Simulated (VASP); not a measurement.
**Ag: electric field gradients with r2SCAN**

Ag:

```
Ag
1.0
    -0.01026    2.05218    2.05218
     2.05218   -0.01026    2.05218
     2.04192    2.04192    0.00000
Ag
1
Cartesian
  0.0000 0.0000 0.0000
```

This cell differs from its parent crystal: xy shear strain of -1 %.

```yaml
Program: VASP 6.6.1
Task: electric field gradients
Functional: r2SCAN
Potentials_or_basis: VASP PAW PBE potentials, release 64 (Ag)
Cutoff: 520 eV
k_mesh: 14 × 14 × 14
Occupations: fermi-dirac, width 0.05 eV
Spin: no spin polarisation
Dipole_correction: no
Further_INCAR_settings: ALGO = Normal; EDIFF = 1e-08; NBANDS = 12
```

* Pressure: 0.2 GPa

Stress tensor (GPa, compression positive):
```
0.17 0.42 0.00
0.42 0.17 0.00
0.00 0.00 0.13
```

Levels at points of the mesh, in eV from the Fermi level:
```
           k point  band 2  band 3  band 4  band 5  band 6  band 7  band 8  band 9  band 10  band 11
(0.00, 0.00, 0.00)   -5.06   -5.03   -5.00   -4.01   -4.01   16.68   20.15   20.33    20.50    25.24
(0.50, 0.00, 0.00)   -5.08   -5.02   -3.23   -3.20   -0.27    3.62   15.96   18.55    18.67    23.50
(0.50, 0.50, 0.00)   -6.52   -3.25   -3.00   -3.00    1.80    6.93   10.94   11.31    17.46    17.86
(0.00, 0.00, 0.50)   -5.09   -5.03   -3.22   -3.19   -0.20    3.76   15.87   18.38    18.51    23.37
(0.50, 0.00, 0.50)   -6.52   -3.25   -3.00   -3.00    1.80    6.93   11.13   11.13    17.58    17.74
```

Electric field gradients, principal values (V/Å²):
```tsv
atom	least	middle	greatest (by size)
1 Ag	0.119	0.592	-0.712
```

Wall time 5.5 min on 1 thread of AMD EPYC 7R13 Processor (Zen 3), with other jobs on the host, peak memory 0.18 GiB.

Caveat: the cell differs from its parent crystal (xy shear strain of -1 %); without QUAD_EFG the Cq values of the log hold for a quadrupole moment of 1 mb, not for the nuclei; the PAW data sets were made with another functional, which shifts forces and pressure a little.
